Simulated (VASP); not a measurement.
# Ti: single point with r2SCAN

Ti:

```
CELL_PARAMETERS angstrom
-1.77228 1.77228 1.77228
1.77228 -1.77228 1.77228
1.77228 1.77228 -1.77228
ATOMIC_POSITIONS crystal
Ti 0.00000 0.00000 0.00000
```

This cell differs from its parent crystal: strain +0.080 along x and y, +0.080 along z.

- Program: VASP 6.6.1
- Task: single point
- Functional: r2SCAN
- Potentials or basis: VASP PAW PBE potentials, release 64 (Ti_sv)
- Cutoff: 520 eV
- k mesh: 20 × 20 × 20
- Occupations: gaussian, width 0.15 eV
- Spin: no spin polarisation
- Dipole correction: no
- Further INCAR settings: ALGO = Normal; EDIFF = 1e-06; NBANDS = 12

- Pressure: -18.2 GPa
- Band gap on the k mesh: zero (band 6 reaches 6.63 eV, above the bottom of band 7 at 5.20 eV)

Levels at points of the mesh, in eV from the Fermi level:
| k point | band 2 | band 3 | band 4 | band 5 | band 6 | band 7 | band 8 | band 9 | band 10 | band 11 |
| --- | --- | --- | --- | --- | --- | --- | --- | --- | --- | --- |
| (0.00, 0.00, 0.00) | -34.48 | -34.48 | -34.48 | -5.74 | 0.87 | 0.87 | 0.87 | 2.17 | 2.17 | 16.36 |
| (0.50, 0.00, 0.00) | -34.78 | -34.58 | -34.48 | -2.03 | -0.17 | 0.43 | 2.13 | 2.39 | 3.23 | 6.69 |
| (0.50, 0.50, 0.50) | -34.69 | -34.69 | -34.69 | -1.52 | -1.52 | 2.98 | 2.98 | 2.98 | 6.92 | 6.92 |

It took 78 s on 1 thread of Intel(R) Xeon(R) 6975P-C (Granite Rapids) (shared host), peak memory 0.18 GiB.

Caveat: the cell differs from its parent crystal (strain +0.080 along x and y, +0.080 along z); the PAW data sets were made with another functional, which shifts forces and pressure a little.
